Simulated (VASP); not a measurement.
# Ti (P6_3/mmc) in VASP: vibrations by perturbation theory with PBE

Aim: the vibrations by perturbation theory of Ti with PBE.

All numbers are computed with VASP 6.6.1; they aren't measurements. Logs are shortened: lines on timing, memory, paths and dates and some standing lists are left out, and cuts for length are marked.

## (1) The cell of the first run

The structure is hexagonal, space group P6_3/mmc (No. 194). The conventional cell has a = 2.790 Å, b = 2.790 Å, c = 4.444 Å, α = 90.00°, β = 90.00°, γ = 120.00°. Ti (site symmetry -6m2) has 12 Ti at 2.74 to 2.79 Å within 3.6 Å.

## (2) Vibrations by perturbation theory, PBE

INCAR

```
SYSTEM = Ti
PREC = Accurate ; ENCUT = 520
EDIFF = 1E-8 ; ISMEAR = -1
SIGMA = 0.15 ; LREAL = .FALSE.
LASPH = .TRUE. ; NELM = 60
ALGO = Normal ; ISIF = 2
LWAVE = .FALSE. ; LCHARG = .TRUE.
GGA = PE ; IBRION = 8
NSW = 1
```

KPOINTS

```
regular mesh
0
G
  18 18 10
  0 0 0
```

POSCAR

```
Ti
1.0
    2.7899943274      0.0000000000      0.0000000000
   -1.3949971637      2.4162059640      0.0000000000
    0.0000000000      0.0000000000      4.4442334192
Ti
2
Direct
    0.3333333333      0.6666666667      0.2500000000
    0.6666666667      0.3333333333      0.7500000000
```

Potentials or basis: VASP PAW PBE potentials, release 64 (Ti_sv).

Launch:

```sh
$ cat potpaw_PBE.64/Ti_sv/POTCAR > POTCAR
$ mpirun -np 1 vasp_std > vasp.out
```

OUTCAR:

```text
SYSTEM = Ti
   PREC = Accurate
   ENCUT = 520
   EDIFF = 1E-8
   ISMEAR = -1
   LREAL = .FALSE.
   LASPH = .TRUE.
   NELM = 60
   ISIF = 2
   GGA = PE
   IBRION = 8
   NSW = 1

 ion  position               nearest neighbor table
   1  0.333  0.667  0.250-   2 2.74   2 2.74   2 2.74   2 2.74   2 2.74   2 2.74
   2  0.667  0.333  0.750-   1 2.74   1 2.74   1 2.74   1 2.74   1 2.74   1 2.74

  LATTYP: Found a hexagonal cell.
 ALAT       =     2.7899943274
 C/A-ratio  =     1.5929184427

  Lattice vectors:

 A1 = (   2.7899943274,   0.0000000000,   0.0000000000)
 A2 = (  -1.3949971637,   2.4162059640,   0.0000000000)
 A3 = (   0.0000000000,   0.0000000000,   4.4442334192)

Analysis of symmetry for initial positions (statically):
=====================================================================
 Subroutine PRICEL returns:
 Original cell was already a primitive cell.

 Routine SETGRP: Setting up the symmetry group for a
 hexagonal supercell.

 Subroutine GETGRP returns: Found 24 space group operations
 (whereof 12 operations were pure point group operations)
 out of a pool of 24 trial point group operations.

The static configuration has the point symmetry D_3d.
 The point group associated with its full space group is D_6h.

Analysis of symmetry for dynamics (positions and initial velocities):
=====================================================================
 Subroutine PRICEL returns:
 Original cell was already a primitive cell.

 Routine SETGRP: Setting up the symmetry group for a
 hexagonal supercell.

 Subroutine GETGRP returns: Found 24 space group operations
 (whereof 12 operations were pure point group operations)
 out of a pool of 24 trial point group operations.

The dynamic configuration has the point symmetry D_3d.
 The point group associated with its full space group is D_6h.

 Subroutine INISYM returns: Found 24 space group operations
 (whereof 12 operations are pure point group operations),
 and found     1 'primitive' translations

----------------------------------------------------------------------------------------

                                     Primitive cell

  volume of cell :      29.9595

  direct lattice vectors                    reciprocal lattice vectors
     2.789994327  0.000000000  0.000000000     0.358423668  0.206936001  0.000000000
    -1.394997164  2.416205964  0.000000000     0.000000000  0.413872002  0.000000000
     0.000000000  0.000000000  4.444233419     0.000000000  0.000000000  0.225010684

  length of vectors
     2.789994327  2.789994327  4.444233419     0.413872002  0.413872002  0.225010684

  position of ions in fractional coordinates (direct lattice)
     0.333333333  0.666666667  0.250000000
     0.666666667  0.333333333  0.750000000

  ion indices of the primitive-cell ions
   primitive index   ion index
                 1           1
                 2           2

----------------------------------------------------------------------------------------

 KPOINTS: regular mesh

Automatic generation of k-mesh.
 Grid dimensions read from file:
 generate k-points for:   18   18   10

 Generating k-lattice:

  Cartesian coordinates                     Fractional coordinates (reciprocal lattice)
     0.019912426  0.011496445  0.000000000     0.055555556  0.000000000  0.000000000
     0.000000000  0.022992889  0.000000000     0.000000000  0.055555556  0.000000000
     0.000000000  0.000000000  0.022501068     0.000000000  0.000000000  0.100000000

  Length of vectors
[... 84 lines left out ...]
   LEPSILON=     F    determine dielectric tensor
   LRPA    =     F    only Hartree local field effects (RPA)
 non-spin polarized calculation
  energy-cutoff  :      520.00
  volume of cell :       29.96
 maximum number of plane-waves:       825
 NGX is ok and might be reduce to    24
   NGX = 11   NGY = 11   NGZ = 17

--------------------------------------- Ionic step        1  -------------------------------------------

 number of electron      23.9999991 magnetization

 Free energy of the ion-electron system (eV)
  ---------------------------------------------------
  ext. energy  EPLUGINS =         0.00000000
  ---------------------------------------------------
  free energy    TOTEN  =       -15.46579207 eV

  energy without entropy =      -15.30570314  energy(sigma->0) =      -15.38574760

 E-fermi :   9.9516     XC(G=0): -12.2121

 val. band max:        9.9367446439   @ k =   0.2778   0.2222   0.5000
 cond. band min:       9.9609440163   @ k =   0.3333   0.2222   0.3000
 fundamental gap:      0.0241993723
 Fermi energy:         9.9516400872

 k-point     1 :       0.0000    0.0000    0.0000
  band No.  band energies     occupation
      1     -46.6240      2.00000
      2     -46.3830      2.00000
      3     -23.3912      2.00000
      4     -22.4067      2.00000
      5     -22.4067      2.00000
      6     -22.2722      2.00000
[... 433 lines left out ...]
      3     -23.1387      2.00000
      4     -22.9496      2.00000
      5     -22.9015      2.00000
      6     -22.6761      2.00000
[... 8 lines left out ...]
     15      11.3703      0.00016
     16      13.7190      0.00000

 [... further k-points ...]
[... 5 lines left out ...]
  --------------------------------------------------------------------------------------
  -------------------------------------------------------------------------------------
  Total        3.9994584      3.9994584      3.9999593      0.0000000     -0.0000000      0.0000000
  in kB      213.8836743    213.8836743    213.9104620      0.0000000     -0.0000000      0.0000000
  external PRESSURE =     213.8926035 kB  Pullay stress =       0.0000000 kB

 VOLUME and BASIS-vectors are now :
 -----------------------------------------------------------------------------
  energy-cutoff  :      520.00
  volume of cell :       29.96
      direct lattice vectors                 reciprocal lattice vectors
     2.789994327  0.000000000  0.000000000     0.358423668  0.206936001  0.000000000
    -1.394997164  2.416205964  0.000000000     0.000000000  0.413872002  0.000000000
     0.000000000  0.000000000  4.444233419     0.000000000  0.000000000  0.225010684

 POSITION                                       TOTAL-FORCE (eV/Angst)
 -----------------------------------------------------------------------------------
     -0.00000      1.61080      1.11106         0.000000      0.000000      0.000000
      1.39500      0.80540      3.33318        -0.000000      0.000000      0.000000
 -----------------------------------------------------------------------------------
    total drift:                               -0.000000      0.000000     -0.000000

  FREE ENERGIE OF THE ION-ELECTRON SYSTEM (eV)
  ---------------------------------------------------
  free  energy   TOTEN  =       -15.4657920697 eV

  energy  without entropy=      -15.3057031397  energy(sigma->0) =      -15.38574760

[... ionic steps 2 to 3 ...]

--------------------------------------- Ionic step        4  -------------------------------------------

------------------------ aborting loop because EDIFF is reached ----------------------------------------

[... ionic steps 5 to 5 ...]

--------------------------------------- Ionic step        6  -------------------------------------------

 Free energy of the ion-electron system (eV)
  ---------------------------------------------------
  ---------------------------------------------------
  free energy    TOTEN  =        -0.62585714 eV

  energy without entropy =       -0.62585713

------------------------ aborting loop because EDIFF is reached ----------------------------------------

 INTERNAL STRAIN TENSOR  FOR ION    1  DIRECTION 3   (eV/Angst):
 -----------------------------------------------------------------------------
    -0.02244  0.00000  0.00000
     0.00000 -0.02244  0.00000
     0.00000  0.00000  0.04681

 INTERNAL STRAIN TENSOR FOR ION    2 for displacements in x,y,z  (eV/Angst):
          X           Y           Z          XY          YZ          ZX
  --------------------------------------------------------------------------------
  x     0.00000     0.00000     0.00000     2.62866     0.00000     0.00000
  y     2.62866    -2.62866     0.00000     0.00000     0.00000     0.00000
  z    -0.00000     0.00000     0.00000     0.00000    -0.00000     0.00000

 SECOND DERIVATIVES (NOT SYMMETRIZED)
 ------------------------------------
               1X          1Y          1Z          2X          2Y          2Z
  1X    -0.896160    0.000000    0.000000    0.896160    0.000000    0.000000
  1Y     0.000000   -0.896160    0.000000    0.000000    0.896160    0.000000
  1Z    -0.000000    0.000000   -7.072806    0.000000    0.000000    7.072806
  2X     0.896160    0.000000    0.000000   -0.896160    0.000000    0.000000
  2Y     0.000000    0.896160    0.000000    0.000000   -0.896160    0.000000
  2Z     0.000000    0.000000    7.072806   -0.000000    0.000000   -7.072806

 Eigenvectors and eigenvalues of the dynamical matrix
 ----------------------------------------------------

   1 f  =    8.497370 THz    53.390550 2PiTHz  283.441749 cm-1    35.142282 meV
             X         Y         Z           dx          dy          dz
     -0.000000  1.610804  1.111058    -0.000000    0.000000   -0.707107
      1.394997  0.805402  3.333175     0.000000    0.000000    0.707107
[... 11 lines left out ...]
   4 f  =    0.000000 THz     0.000000 2PiTHz    0.000000 cm-1     0.000000 meV
             X         Y         Z           dx          dy          dz
     -0.000000  1.610804  1.111058     0.000000    0.000000    0.707107
      1.394997  0.805402  3.333175    -0.000000    0.000000    0.707107

   5 f/i=    0.000000 THz     0.000000 2PiTHz    0.000001 cm-1     0.000000 meV
             X         Y         Z           dx          dy          dz
     -0.000000  1.610804  1.111058    -0.000000    0.707107    0.000000
      1.394997  0.805402  3.333175    -0.000000    0.707107    0.000000

   6 f/i=    0.000000 THz     0.000000 2PiTHz    0.000001 cm-1     0.000000 meV
             X         Y         Z           dx          dy          dz
     -0.000000  1.610804  1.111058    -0.707107   -0.000000   -0.000000
      1.394997  0.805402  3.333175    -0.707107   -0.000000    0.000000

--------------------------------------------------------------------------------------------------------

 ELASTIC MODULI CONTR FROM IONIC RELAXATION (kBar)
 Direction    XX          YY          ZZ          XY          YZ          ZX
 --------------------------------------------------------------------------------
 XX        -412.3451    412.3451      0.0000     -0.0000     -0.0000      0.0000
 YY         412.3451   -412.3451      0.0000      0.0000      0.0000      0.0000
 ZZ           0.0000      0.0000      0.0000      0.0000      0.0000      0.0000
 XY          -0.0000      0.0000      0.0000   -412.3451      0.0000      0.0000
 YZ          -0.0000      0.0000      0.0000      0.0000     -0.0000      0.0000
 ZX           0.0000      0.0000      0.0000      0.0000      0.0000      0.0000
 --------------------------------------------------------------------------------
```

It took 14 min on 1 thread of Intel Xeon 6975P-C (Granite Rapids), shared host; peak memory 0.91 GiB.

What came out:

- Highest phonon frequency at Γ: 283 cm⁻¹

Phonon frequencies in cm⁻¹ (negative: imaginary):
```tsv
q point	frequencies
(0.000, 0.000, 0.000)	0 0 0 101 101 283
```

Caveat: the cell stands under pressure or tension, which shifts response properties.
